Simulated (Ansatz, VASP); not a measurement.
## HgTe: VASP beside Ansatz

```
Hg Te
1.0
    -3.08568    3.08568    1.57993
     3.08568   -3.08568    1.57993
     3.08568    3.08568   -1.57993
Hg Te
1 1
Direct
  0.75000 0.25000 0.50000
  0.00000 0.00000 0.00000
```

Alike in both runs: task single point; functional LDA; k mesh 10 × 10 × 10; occupations fermi-dirac, width 0.05 eV; no spin polarisation.

|  | VASP | Ansatz |
| --- | --- | --- |
| version | VASP 6.6.1 | Ansatz 0.2.0 |
| potentials or method | VASP PAW LDA potentials, release 64 (Hg, Te) | Ansatz PAW |
| plane-wave cutoff (eV) | 520 | 420 |
| valence electrons in the cell | 18 | 36 |

Ansatz gave:

```
gap on the k mesh at the Fermi level (eV)                     : none
pressure (GPa)                                                : -6.0
traceless stress, the component that is largest in VASP (GPa) : 2.19
```

Question: Which values does VASP return?

Answer: gap on the k mesh at the Fermi level (eV): none; pressure (GPa): -5.9; traceless stress, the component that is largest in VASP (GPa): 2.23.

LDA's correlation is that of Perdew and Zunger in VASP and of Perdew and Wang (1992) in Ansatz. A gap of «none» marks a metal or a gap that the smearing closes. VASP's potentials hold 18 valence electrons a cell and Ansatz's 36, so a difference there can come from the potentials and not from the codes.

Spin-orbit coupling is off throughout.
